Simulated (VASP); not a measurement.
# Be2B3 (a cell with a defect) in VASP: single point with PBEsol+D4

Aim: the single point of Be2B3 (a cell with a defect) with PBEsol+D4.

Program: VASP 6.6.1. These are calculated values, not measurements. Logs are shortened: lines on timing, memory, paths and dates and some standing lists are left out, and cuts for length are marked.

**1. The cell of the first run**

The cell holds a defect, 5 atoms: a = 2.930 Å, b = 2.930 Å, c = 5.755 Å, α = 90.00°, β = 90.00°, γ = 120.00°.

**2. Single point, PBEsol+D4**

INCAR reads:

```
PREC = Accurate ; ENCUT = 520
EDIFF = 1E-6 ; ISMEAR = -1
SIGMA = 0.1 ; LREAL = False
LASPH = True ; NELM = 120
ALGO = Normal ; ISIF = 2
LWAVE = False ; LCHARG = False
GGA = PS ; IVDW = 13
NBANDS = 14 ; GGA_COMPAT = False
```

KPOINTS reads:

```
regular mesh
0
Gamma
  2 2 1
```

POSCAR reads:

```
Be2B3
1.0
    2.9296900000      0.0000000000      0.0000000000
   -1.4648450000      2.5371860000      0.0000000000
    0.0000000000      0.0000000000      5.7546700000
Be B
2 3
Direct
    0.0000000000      0.0000000000      0.0000000000
    0.0000000000      0.0000000000      0.5000000000
    0.4999998293      0.5000000000      0.2499999131
    0.3333332676      0.6666665353      0.7499999131
    0.6666667324      0.3333334647      0.7499999131
```

Potentials or basis: VASP PAW PBE potentials, release 64 (Be, B).

Run with:

```console
> cat potpaw_PBE.64/Be/POTCAR potpaw_PBE.64/B/POTCAR > POTCAR
> mpirun -np 1 vasp_std > vasp.out
```

OUTCAR:

```text
PREC = Accurate
   ENCUT = 520
   EDIFF = 1E-6
   ISMEAR = -1
   LREAL = False
   LASPH = True
   NELM = 120
   ISIF = 2
   GGA = PS
   IVDW = 13

 ion  position               nearest neighbor table
   1  0.000  0.000  0.000-   3 2.05   3 2.05   5 2.22   4 2.22   4 2.22   5 2.22   4 2.22   5 2.22

   2  0.000  0.000  0.500-   3 2.05   3 2.05   5 2.22   4 2.22   4 2.22   5 2.22   4 2.22   5 2.22

   3  0.500  0.500  0.250-   1 2.05   1 2.05   2 2.05   2 2.05
   4  0.333  0.667  0.750-   5 1.69   5 1.69   5 1.69   2 2.22   2 2.22   2 2.22   1 2.22   1 2.22
                             1 2.22
   5  0.667  0.333  0.750-   4 1.69   4 1.69   4 1.69   2 2.22   2 2.22   2 2.22   1 2.22   1 2.22
                             1 2.22

  LATTYP: Found a hexagonal cell.
 ALAT       =     2.9296900000
 C/A-ratio  =     1.9642590172

  Lattice vectors:

 A1 = (   2.9296900000,   0.0000000000,   0.0000000000)
 A2 = (  -1.4648450000,   2.5371860000,   0.0000000000)
 A3 = (   0.0000000000,   0.0000000000,   5.7546700000)

Analysis of symmetry for initial positions (statically):
=====================================================================
 Subroutine PRICEL returns:
 Original cell was already a primitive cell.

 Routine SETGRP: Setting up the symmetry group for a
 hexagonal supercell.

 Subroutine GETGRP returns: Found  8 space group operations
 (whereof  4 operations were pure point group operations)
 out of a pool of 24 trial point group operations.

The static configuration has the point symmetry C_2v.
 The point group associated with its full space group is D_2h.

Analysis of symmetry for dynamics (positions and initial velocities):
=====================================================================
 Subroutine PRICEL returns:
 Original cell was already a primitive cell.

 Routine SETGRP: Setting up the symmetry group for a
 hexagonal supercell.

 Subroutine GETGRP returns: Found  8 space group operations
 (whereof  4 operations were pure point group operations)
 out of a pool of 24 trial point group operations.

The dynamic configuration has the point symmetry C_2v.
 The point group associated with its full space group is D_2h.

 Subroutine INISYM returns: Found  8 space group operations
 (whereof  4 operations are pure point group operations),
 and found     1 'primitive' translations

----------------------------------------------------------------------------------------

                                     Primitive cell

  volume of cell :      42.7754

  direct lattice vectors                    reciprocal lattice vectors
     2.929690000  0.000000000  0.000000000     0.341333042  0.197068721  0.000000000
    -1.464845000  2.537186000  0.000000000     0.000000000  0.394137442  0.000000000
     0.000000000  0.000000000  5.754670000     0.000000000  0.000000000  0.173771910

  length of vectors
     2.929690000  2.929690030  5.754670000     0.394137446  0.394137442  0.173771910

  position of ions in fractional coordinates (direct lattice)
     0.000000000  0.000000000  0.000000000
     0.000000000  0.000000000  0.500000000
     0.499999829  0.500000000  0.249999913
     0.333333268  0.666666535  0.749999913
     0.666666732  0.333333465  0.749999913

  ion indices of the primitive-cell ions
   primitive index   ion index
                 1           1
                 2           2
                 3           3
                 4           4
                 5           5

----------------------------------------------------------------------------------------

 KPOINTS: regular mesh

Automatic generation of k-mesh.
 Grid dimensions read from file:
 generate k-points for:    2    2    1

 Generating k-lattice:

  Cartesian coordinates                     Fractional coordinates (reciprocal lattice)
     0.170666521  0.098534361  0.000000000     0.500000000 -0.000000000  0.000000000
     0.000000000  0.197068721  0.000000000     0.000000000  0.500000000  0.000000000
     0.000000000  0.000000000  0.173771910     0.000000000  0.000000000  1.000000000

  Length of vectors
     0.197068723  0.197068721  0.173771910

  Shift w.r.t. Gamma in fractional coordinates (k-lattice)
     0.000000000  0.000000000  0.000000000

 Subroutine IBZKPT returns following result:
 ===========================================

 Found      3 irreducible k-points:

 Following reciprocal coordinates:
            Coordinates               Weight
  0.000000  0.000000  0.000000      1.000000
  0.500000  0.000000  0.000000      2.000000
  0.500000  0.500000  0.000000      1.000000
   k-points           NKPTS =      3   k-points in BZ     NKDIM =      3   number of bands    NBANDS=     14
   number of dos      NEDOS =    301   number of ions     NIONS =      5
   total plane-waves  NPLWV =  27648
   dimension x,y,z NGX =    24 NGY =   24 NGZ =   48
   dimension x,y,z NGXF=    48 NGYF=   48 NGZF=   96
   ions per type =               2   3
   NGX,Y,Z   is equivalent  to a cutoff of  13.62, 13.62, 13.87 a.u.
   NGXF,Y,Z  is equivalent  to a cutoff of  27.24, 27.24, 27.73 a.u.
 SYSTEM =  unknown system
   PREC   = accura    normal or accurate (medium, high low for compatibility)
   ISTART =      0    job   : 0-new  1-cont  2-samecut
   ICHARG =      2    charge: 1-file 2-atom 10-const
   ISPIN  =      1    spin polarized calculation?
   LNONCOLLINEAR =      F non collinear calculations
   LSORBIT =      F    spin-orbit coupling
   LASPH  =      T    aspherical Exc in radial PAW
   ENCUT  =  520.0 eV  38.22 Ry    6.18 a.u.   5.45  5.45 10.70*2*pi/ulx,y,z
   NELM   =    120;   NELMIN=  2; NELMDL= -5     # of ELM steps
   EDIFF  = 0.1E-05   stopping-criterion for ELM
   LREAL  =      F    real-space projection
   EDIFFG = 0.1E-04   stopping-criterion for IOM
   NSW    =      0    number of steps for IOM
   IBRION =     -1    ionic relax: 0-MD 1-quasi-New 2-CG
   NFREE  =      0    steps in history (QN), initial steepest desc. (CG)
   ISIF   =      2    stress and relaxation
   ISYM   =      2    0-nonsym 1-usesym 2-fastsym
   POTIM  = 0.5000    time-step for ionic-motion
   TEBEG  =    0.0;   TEEND  =   0.0 temperature during run
   PSTRESS=    0.0 pullay stress
   NELECT =      13.0000    total number of electrons
   NUPDOWN=      -1.0000    fix difference up-down
   EMIN   =  10.00;   EMAX   =-10.00  energy-range for DOS
   EFERMI =   0.00;   METHOD = LEGACY
   ISMEAR =    -1;   SIGMA  =   0.10  broadening in eV -4-tet -1-fermi 0-gaus
   EFERMI_NEDOS =   21; number of points for ismear=-14 and -15
   IALGO  =     38    algorithm
   IMIX   =      4    mixing-type and parameters
     AMIX     =   0.40;   BMIX     =  1.00
     AMIX_MAG =   1.60;   BMIX_MAG =  1.00
  volume/ion in A,a.u.               =       8.56        57.73
  Fermi-wavevector in a.u.,A,eV,Ry     =   1.100672  2.079968 16.483163  1.211478
  Thomas-Fermi vector in A             =   2.237087
   LORBIT       =      0    0 simple, 1 ext, 2 COOP (PROOUT), +10 PAW based schemes
   GGA     = PS    functional components
   LHFCALC =     F    Hartree Fock is set to
   AEXX    =    0.0000 exact exchange contribution
   IVDW    =    13    specifies the selected vdW correction
   LEPSILON=     F    determine dielectric tensor
   LRPA    =     F    only Hartree local field effects (RPA)
 non-spin polarized calculation
  energy-cutoff  :      520.00
  volume of cell :       42.78
 maximum number of plane-waves:      1161
 NGX is ok and might be reduce to    24
   NGX = 11   NGY = 11   NGZ = 21

 number of electron      13.0000000 magnetization

 Free energy of the ion-electron system (eV)
  ---------------------------------------------------
  ext. energy  EPLUGINS =         0.00000000
  ---------------------------------------------------
  free energy    TOTEN  =       -27.13102821 eV

  energy without entropy =      -27.06068202  energy(sigma->0) =      -27.09585512

 E-fermi :   5.3627     XC(G=0): -10.8580

 val. band max:        5.3412462695   @ k =   0.0000   0.0000   0.0000
 cond. band min:       5.3824181044   @ k =   0.0000   0.0000   0.0000
 fundamental gap:      0.0411718349
 Fermi energy:         5.3626637851

 k-point     1 :       0.0000    0.0000    0.0000
  band No.  band energies     occupation
      1      -8.4217      2.00000
      2      -4.1087      2.00000
      3      -2.4707      2.00000
      4       4.7236      1.99665
      5       5.3412      1.10668
      6       5.3824      0.90155
      7       7.9251      0.00000
      8       9.7324      0.00000
      9      10.9185      0.00000
     10      11.3834      0.00000
     11      12.0791      0.00000
     12      14.1395      0.00000
     13      14.9516      0.00000
     14      15.3663      0.00000

 k-point     2 :       0.5000    0.0000    0.0000
  band No.  band energies     occupation
      1      -4.2880      2.00000
      2      -3.8605      2.00000
      3       0.4401      2.00000
      4       0.5633      2.00000
      5       0.5792      2.00000
      6       2.0576      2.00000
      7       4.6919      1.99756
      8       7.9977      0.00000
      9       8.0229      0.00000
     10      10.3551      0.00000
     11      11.6223      0.00000
     12      11.9465      0.00000
     13      12.2425      0.00000
     14      14.5861      0.00000

 k-point     3 :       0.5000    0.5000    0.0000
  band No.  band energies     occupation
      1      -4.0425      2.00000
      2      -4.0081      2.00000
      3      -0.5214      2.00000
      4       1.6530      2.00000
      5       1.9619      2.00000
      6       2.0777      2.00000
      7       2.8145      2.00000
      8       7.0191      0.00000
      9       8.5309      0.00000
     10      10.0478      0.00000
     11      11.3645      0.00000
     12      13.3164      0.00000
     13      13.6736      0.00000
     14      13.6953      0.00000

------------------------ aborting loop because EDIFF is reached ----------------------------------------

  DFT-D4 for vdW energy calculation

  Edisp (eV):   -0.52689

  FORCE on cell =-STRESS in cart. coord.  units (eV):
  Direction    XX          YY          ZZ          XY          YZ          ZX
  --------------------------------------------------------------------------------------
  -------------------------------------------------------------------------------------
  Total      -6.17790    -5.95659     0.14214     0.19166     0.00000     0.00000
  in kB    -231.39659  -223.10717     5.32376     7.17885     0.00000     0.00000
  external pressure =     -149.73 kB  Pullay stress =        0.00 kB

 VOLUME and BASIS-vectors are now :
 -----------------------------------------------------------------------------
  energy-cutoff  :      520.00
  volume of cell :       42.78
      direct lattice vectors                 reciprocal lattice vectors
     2.929690000  0.000000000  0.000000000     0.341333042  0.197068721  0.000000000
    -1.464845000  2.537186000  0.000000000     0.000000000  0.394137442  0.000000000
     0.000000000  0.000000000  5.754670000     0.000000000  0.000000000  0.173771910

 POSITION                                       TOTAL-FORCE (eV/Angst)
 -----------------------------------------------------------------------------------
      0.00000      0.00000      0.00000         0.000000      0.000000     -0.265547
      0.00000      0.00000      2.87733         0.000000      0.000000      0.265547
      0.73242      1.26859      1.43867         0.000000      0.000000      0.000000
     -0.00000      1.69146      4.31600        -0.643255      0.371383      0.000000
      1.46485      0.84573      4.31600         0.643255     -0.371383      0.000000
 -----------------------------------------------------------------------------------
    total drift:                                0.000044     -0.000005      0.000188

  FREE ENERGIE OF THE ION-ELECTRON SYSTEM (eV)
  ---------------------------------------------------
  free  energy   TOTEN  =       -27.6579138590 eV

  energy  without entropy=      -27.5875676709  energy(sigma->0) =      -27.62274076
```

Wall time 3.5 s (1 thread of Intel Xeon 6975P-C (Granite Rapids), shared host); peak memory 0.15 GiB.

What came out:

* Free energy: -27.6579 eV
* Pressure: -15.0 GPa
* Largest force: 0.743 eV/Å
* Dispersion energy per atom: -0.105 eV

Forces in eV/Å, atoms in the order of the input:
```
Be   0.000  0.000 -0.266
Be   0.000  0.000  0.266
B    0.000  0.000  0.000
B   -0.643  0.371  0.000
B    0.643 -0.371  0.000
```

Caveat: the k points lie up to 1.24 Å⁻¹ apart; the PAW data sets were made with another functional, which shifts forces and pressure a little.
